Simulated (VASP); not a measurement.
# Cu4W (Im-3m) in VASP: further runs

Runs on Cu4W. Level: PBE. Tasks: relaxation of cell and atoms.

Program: VASP 6.6.1. These are calculated values, not measurements. Logs are shortened: lines on timing, memory, paths and dates and some standing lists are left out, and cuts for length are marked.

## Step 1: The cell of the first run

Symmetry: Im-3m, No. 229, cubic system. Conventional cell: a = 5.190 Å, b = 5.190 Å, c = 5.190 Å, α = 90.00°, β = 90.00°, γ = 90.00°. Within 3.0 Å of Cu (site symmetry -3m) lie 2 W at 2.25 Å and 6 Cu at 2.60 Å. W (site symmetry m-3m) has 8 Cu at 2.25 Å within 3.0 Å.

## Step 2: Relaxation of cell and atoms, PBE

The input, INCAR:

```
PREC = Accurate
ENCUT = 600
EDIFF = 1E-6
ISMEAR = 0
SIGMA = 0.1
LREAL = False
LASPH = True
NELM = 60
ALGO = Normal
ISIF = 3
LWAVE = False
LCHARG = False
GGA = PE
IBRION = 2
NSW = 90
EDIFFG = -0.04
```

The input, KPOINTS:

```
Automatic mesh
0
Gamma
  6 6 6
```

The input, POSCAR:

```
Cu4W
1.0
   -2.5950478800      2.5950478800      2.5950478800
    2.5950478800     -2.5950478800      2.5950478800
    2.5950478800      2.5950478800     -2.5950478800
Cu W
4 1
Direct
    0.0000000000      0.0000000000      0.5000000000
    0.0000000000      0.5000000000      0.0000000000
    0.5000000000      0.0000000000      0.0000000000
    0.5000000000      0.5000000000      0.5000000000
    0.0000000000      0.0000000000      0.0000000000
```

Potentials or basis: VASP PAW PBE potentials, release 64 (Cu, W_sv).

On the command line:

```
$ cat potpaw_PBE.64/Cu/POTCAR potpaw_PBE.64/W_sv/POTCAR > POTCAR
$ mpirun -np 1 vasp_std > vasp.out
```

OUTCAR:

```text
PREC = Accurate
   ENCUT = 600
   EDIFF = 1E-6
   ISMEAR = 0
   LREAL = False
   LASPH = True
   NELM = 60
   ISIF = 3
   GGA = PE
   IBRION = 2
   NSW = 90
   EDIFFG = -0.04

 ion  position               nearest neighbor table
   1  0.000  0.000  0.500-   5 2.25   5 2.25   4 2.60   2 2.60   3 2.60   2 2.60   3 2.60   4 2.60

   2  0.000  0.500  0.000-   5 2.25   5 2.25   4 2.60   1 2.60   3 2.60   1 2.60   4 2.60   3 2.60

   3  0.500  0.000  0.000-   5 2.25   5 2.25   4 2.60   1 2.60   4 2.60   2 2.60   1 2.60   2 2.60

   4  0.500  0.500  0.500-   5 2.25   5 2.25   3 2.60   1 2.60   3 2.60   2 2.60   1 2.60   2 2.60

   5  0.000  0.000  0.000-   1 2.25   2 2.25   3 2.25   4 2.25   1 2.25   2 2.25   3 2.25   4 2.25

  LATTYP: Found a body centered cubic cell.
 ALAT       =     5.1900957600

  Lattice vectors:

 A1 = (  -2.5950478800,   2.5950478800,   2.5950478800)
 A2 = (   2.5950478800,  -2.5950478800,   2.5950478800)
 A3 = (   2.5950478800,   2.5950478800,  -2.5950478800)

Analysis of symmetry for initial positions (statically):
=====================================================================
 Subroutine PRICEL returns:
 Original cell was already a primitive cell.

 Routine SETGRP: Setting up the symmetry group for a
 body centered cubic supercell.

 Subroutine GETGRP returns: Found 48 space group operations
 (whereof 48 operations were pure point group operations)
 out of a pool of 48 trial point group operations.

The static configuration has the point symmetry O_h .

Analysis of symmetry for dynamics (positions and initial velocities):
=====================================================================
 Subroutine PRICEL returns:
 Original cell was already a primitive cell.

 Routine SETGRP: Setting up the symmetry group for a
 body centered cubic supercell.

 Subroutine GETGRP returns: Found 48 space group operations
 (whereof 48 operations were pure point group operations)
 out of a pool of 48 trial point group operations.

The dynamic configuration has the point symmetry O_h .

 Subroutine INISYM returns: Found 48 space group operations
 (whereof 48 operations are pure point group operations),
 and found     1 'primitive' translations

----------------------------------------------------------------------------------------

                                     Primitive cell

  volume of cell :      69.9030

  direct lattice vectors                    reciprocal lattice vectors
    -2.595047880  2.595047880  2.595047880     0.000000000  0.192674672  0.192674672
     2.595047880 -2.595047880  2.595047880     0.192674672  0.000000000  0.192674672
     2.595047880  2.595047880 -2.595047880     0.192674672  0.192674672  0.000000000

  length of vectors
     4.494754776  4.494754776  4.494754776     0.272483135  0.272483135  0.272483135

  position of ions in fractional coordinates (direct lattice)
     0.000000000  0.000000000  0.500000000
     0.000000000  0.500000000  0.000000000
     0.500000000  0.000000000  0.000000000
     0.500000000  0.500000000  0.500000000
     0.000000000  0.000000000  0.000000000

  ion indices of the primitive-cell ions
   primitive index   ion index
                 1           1
                 2           2
                 3           3
                 4           4
                 5           5

----------------------------------------------------------------------------------------

 KPOINTS: Automatic mesh

Automatic generation of k-mesh.
 Grid dimensions read from file:
 generate k-points for:    6    6    6

 Generating k-lattice:

  Cartesian coordinates                     Fractional coordinates (reciprocal lattice)
     0.000000000  0.032112445  0.032112445     0.166666667  0.000000000  0.000000000
     0.032112445  0.000000000  0.032112445     0.000000000  0.166666667  0.000000000
     0.032112445  0.032112445  0.000000000     0.000000000  0.000000000  0.166666667

  Length of vectors
     0.045413856  0.045413856  0.045413856

  Shift w.r.t. Gamma in fractional coordinates (k-lattice)
     0.000000000  0.000000000  0.000000000

 Subroutine IBZKPT returns following result:
 ===========================================

 Found     16 irreducible k-points:

 Following reciprocal coordinates:
            Coordinates               Weight
  0.000000  0.000000  0.000000      1.000000
  0.166667  0.000000  0.000000     12.000000
  0.333333  0.000000  0.000000     12.000000
  0.500000  0.000000  0.000000      6.000000
  0.166667  0.166667  0.000000     24.000000
  0.333333  0.166667 -0.000000     48.000000
[... 8 lines left out ...]
  0.500000  0.500000  0.333333     12.000000
  0.500000  0.500000  0.500000      1.000000
   k-points           NKPTS =     16   k-points in BZ     NKDIM =     16   number of bands    NBANDS=     34
   number of dos      NEDOS =    301   number of ions     NIONS =      5
   total plane-waves  NPLWV =  46656
   dimension x,y,z NGX =    36 NGY =   36 NGZ =   36
   dimension x,y,z NGXF=    72 NGYF=   72 NGZF=   72
   ions per type =               4   1
   NGX,Y,Z   is equivalent  to a cutoff of  13.32, 13.32, 13.32 a.u.
   NGXF,Y,Z  is equivalent  to a cutoff of  26.63, 26.63, 26.63 a.u.
 SYSTEM =  unknown system
   PREC   = accura    normal or accurate (medium, high low for compatibility)
   ISTART =      0    job   : 0-new  1-cont  2-samecut
   ICHARG =      2    charge: 1-file 2-atom 10-const
   ISPIN  =      1    spin polarized calculation?
   LNONCOLLINEAR =      F non collinear calculations
   LSORBIT =      F    spin-orbit coupling
   LASPH  =      T    aspherical Exc in radial PAW
   ENCUT  =  600.0 eV  44.10 Ry    6.64 a.u.   8.98  8.98  8.98*2*pi/ulx,y,z
   NELM   =     60;   NELMIN=  2; NELMDL= -5     # of ELM steps
   EDIFF  = 0.1E-05   stopping-criterion for ELM
   LREAL  =      F    real-space projection
   EDIFFG = -.4E-01   stopping-criterion for IOM
   NSW    =     90    number of steps for IOM
   IBRION =      2    ionic relax: 0-MD 1-quasi-New 2-CG
   NFREE  =      1    steps in history (QN), initial steepest desc. (CG)
   ISIF   =      3    stress and relaxation
   ISYM   =      2    0-nonsym 1-usesym 2-fastsym
   POTIM  = 0.5000    time-step for ionic-motion
   TEBEG  =    0.0;   TEEND  =   0.0 temperature during run
   PSTRESS=    0.0 pullay stress
   NELECT =      58.0000    total number of electrons
   NUPDOWN=      -1.0000    fix difference up-down
   EMIN   =  10.00;   EMAX   =-10.00  energy-range for DOS
   EFERMI =   0.00;   METHOD = LEGACY
   ISMEAR =     0;   SIGMA  =   0.10  broadening in eV -4-tet -1-fermi 0-gaus
   EFERMI_NEDOS =   21; number of points for ismear=-14 and -15
   IALGO  =     38    algorithm
   IMIX   =      4    mixing-type and parameters
     AMIX     =   0.40;   BMIX     =  1.00
     AMIX_MAG =   1.60;   BMIX_MAG =  1.00
  volume/ion in A,a.u.               =      13.98        94.35
  Fermi-wavevector in a.u.,A,eV,Ry     =   1.538339  2.907040 32.198019  2.366488
  Thomas-Fermi vector in A             =   2.644722
   LORBIT       =      0    0 simple, 1 ext, 2 COOP (PROOUT), +10 PAW based schemes
   GGA     = PE    functional components
   LHFCALC =     F    Hartree Fock is set to
   AEXX    =    0.0000 exact exchange contribution
   IVDW    =     0    specifies the selected vdW correction
   LEPSILON=     F    determine dielectric tensor
   LRPA    =     F    only Hartree local field effects (RPA)
 conjugate gradient relaxation of ions
 non-spin polarized calculation
 Gauss-broadening in eV      SIGMA  =   0.10
  energy-cutoff  :      600.00
  volume of cell :       69.90
 maximum number of plane-waves:      2382
   NGX = 17   NGY = 17   NGZ = 17

--------------------------------------- Ionic step        1  -------------------------------------------

 number of electron      58.0000012 magnetization

 Free energy of the ion-electron system (eV)
  ---------------------------------------------------
  ext. energy  EPLUGINS =         0.00000000
  ---------------------------------------------------
  free energy    TOTEN  =       -19.28361663 eV

  energy without entropy =      -19.27048889  energy(sigma->0) =      -19.27705276

------------------------ aborting loop because EDIFF is reached ----------------------------------------

  FORCE on cell =-STRESS in cart. coord.  units (eV):
  Direction    XX          YY          ZZ          XY          YZ          ZX
  --------------------------------------------------------------------------------------
  -------------------------------------------------------------------------------------
  Total       18.5483926     18.5483926     18.5483926      0.0000000     -0.0000000      0.0000000
  in kB      425.1290145    425.1290145    425.1290145      0.0000000     -0.0000000      0.0000000
  external PRESSURE =     425.1290145 kB  Pullay stress =       0.0000000 kB
[... 24 lines left out ...]
  energy  without entropy=      -19.2704888948  energy(sigma->0) =      -19.27705276

--------------------------------------- Ionic step        2  -------------------------------------------

 number of electron      57.9999895 magnetization

 E-fermi :   2.5406     XC(G=0):  -9.5703

 val. band max:        2.5066010667   @ k =   0.1667   0.1667   0.0000
 cond. band min:       2.5413403355   @ k =  -0.1667   0.1667   0.1667
 fundamental gap:      0.0347392688
 Fermi energy:         2.5406454602

 k-point     1 :       0.0000    0.0000    0.0000
  band No.  band energies     occupation
      1     -71.5782      2.00000
      2     -35.7240      2.00000
      3     -35.7240      2.00000
      4     -35.7240      2.00000
      5      -3.6007      2.00000
      6      -1.0507      2.00000
[... 656 lines left out ...]
  energy  without entropy=      -21.4182457962  energy(sigma->0) =      -21.43098136

--------------------------------------- Ionic step        4  -------------------------------------------

 number of electron      57.9999990 magnetization

 Free energy of the ion-electron system (eV)
  ---------------------------------------------------
  ext. energy  EPLUGINS =         0.00000000
  ---------------------------------------------------
  free energy    TOTEN  =       -21.44434708 eV

  energy without entropy =      -21.41921863  energy(sigma->0) =      -21.43178285

 E-fermi :   4.5524     XC(G=0): -10.7155

 val. band max:        4.5201354177   @ k =   0.3333   0.0000   0.0000
 cond. band min:       4.6103138011   @ k =   0.1667   0.1667   0.0000
 fundamental gap:      0.0901783834
 Fermi energy:         4.5523667486

 k-point     1 :       0.0000    0.0000    0.0000
  band No.  band energies     occupation
      1     -69.2893      2.00000
      2     -33.5567      2.00000
      3     -33.5567      2.00000
      4     -33.5567      2.00000
      5      -2.8265      2.00000
      6      -0.1957      2.00000
[... 613 lines left out ...]
  FREE ENERGIE OF THE ION-ELECTRON SYSTEM (eV)
  ---------------------------------------------------
  free  energy   TOTEN  =       -21.4443470757 eV

  energy  without entropy=      -21.4192186308  energy(sigma->0) =      -21.43178285

 reached required accuracy - stopping structural energy minimisation
```

Wall time 2.6 min (1 thread of Intel Xeon Platinum 8375C at 2.90GHz (Ice Lake), shared host); peak memory 0.23 GiB.

What came out:

| Quantity | Value |
| --- | --- |
| Free energy | -21.4443 eV |
| Relaxed volume | 18.12 Å³/atom |
| Relaxed cell | a = 4.901 Å, b = 4.901 Å, c = 4.901 Å, α = 109.47°, β = 109.47°, γ = 109.47° |
| Space group after relaxing (to 0.05 Å) | Im-3m (No. 229) |
| Energy gained by relaxing | 432.1 meV/atom |
| Ionic steps | 4 |
| Pressure after relaxing | 0.0 GPa |
| Band gap on the k mesh | zero (band 29 reaches 5.85 eV, above the bottom of band 30 at 3.36 eV) |

The path:
```csv
step,energy change (eV),largest force (eV/Å),pressure (GPa),volume (Å³)
1,0.0000,0.0000,42.51,69.90
2,-1.0251,0.0000,-12.17,114.55
3,-2.1601,0.0000,-0.42,91.06
4,-2.1607,0.0000,-0.01,90.60
```

Final structure:
```cif
data_structure
_symmetry_space_group_name_H-M 'P 1'
_symmetry_Int_Tables_number 1
_cell_length_a 4.9007
_cell_length_b 4.9007
_cell_length_c 4.9007
_cell_angle_alpha 109.471
_cell_angle_beta 109.471
_cell_angle_gamma 109.471
_cell_volume 90.60
loop_
_atom_site_label
_atom_site_type_symbol
_atom_site_fract_x
_atom_site_fract_y
_atom_site_fract_z
_atom_site_occupancy
Cu1 Cu 0.00000 0.00000 0.50000 1
Cu2 Cu 0.00000 0.50000 0.00000 1
Cu3 Cu 0.50000 0.00000 0.00000 1
Cu4 Cu 0.50000 0.50000 0.50000 1
W1 W 0.00000 0.00000 0.00000 1
```

Caveat: the volume moved by over 15 % at a fixed basis, so the end points are rough; spin-orbit coupling is left out, which moves the levels of the heavy elements.

[end of part 1 of 2]
